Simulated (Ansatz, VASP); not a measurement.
One calculation of CoO, two programs

Contents of INCAR:

```
SYSTEM = CoO
PREC = Accurate
ENCUT = 600
EDIFF = 1E-6
ISMEAR = -1
SIGMA = 0.5
LREAL = .FALSE.
LASPH = .TRUE.
NELM = 200
ALGO = Normal
ISIF = 2
LWAVE = .FALSE.
LCHARG = .FALSE.
ISPIN = 2
MAGMOM = 2.5 0
LORBIT = 11
LMAXMIX = 4
GGA = PE
NBANDS = 18
GGA_COMPAT = .FALSE.
```

Contents of KPOINTS:

```
Automatic mesh
0
G
  10 10 10
  0 0 0
```

File POSCAR:

```
CoO
1.0
    0.0000000000      2.1315000000      2.1315000000
    2.1315000000      0.0000000000      2.1315000000
    2.1315000000      2.1315000000      0.0000000000
Co O
1 1
Direct
    0.0000000000      0.0000000000      0.0000000000
    0.5000000000      0.5000000000      0.5000000000
```

Input for Ansatz:

```yaml
crystal:
  lattice:
    - [0.0, 2.1315, 2.1315]
    - [2.1315, 0.0, 2.1315]
    - [2.1315, 2.1315, 0.0]
  atoms:
    - { symbol: Co, position: [0.0, 0.0, 0.0] }
    - { symbol: O, position: [0.5, 0.5, 0.5] }
basis:
  ecutwfc: 420.0
kpoints:
  mp_grid:
    grid: [10, 10, 10]
hamiltonian:
  xc: pbe
magnetization:
  spin_polarized: true
  per_species:
    Co: 2.5
scf:
  occupations:
    method: fermi_dirac
    width: 0.5
```

Alike in both runs: task single point; functional PBE; k mesh 10 × 10 × 10; occupations fermi-dirac, width 0.5 eV; collinear spin.

|  | VASP | Ansatz |
| --- | --- | --- |
| version | VASP 6.6.1 | Ansatz 0.2.0 |
| potentials or method | VASP PAW PBE potentials, release 64 (Co, O), cutoff 600 eV | plane waves, PAW |
| valence electrons in the cell | 15 | 23 |

|  | VASP | Ansatz | Ansatz less VASP |
| --- | --- | --- | --- |
| net moment per atom (μB) | 1.09 | 1.11 | +0.019 |
| size of the moment on the site where the two differ most (μB) | 1.98 | 1.93 | -0.043 |

Site moments also hang on the region over which each program counts them. VASP's potentials hold 15 valence electrons a cell and Ansatz's 23, so a difference there can come from the potentials and not from the codes.
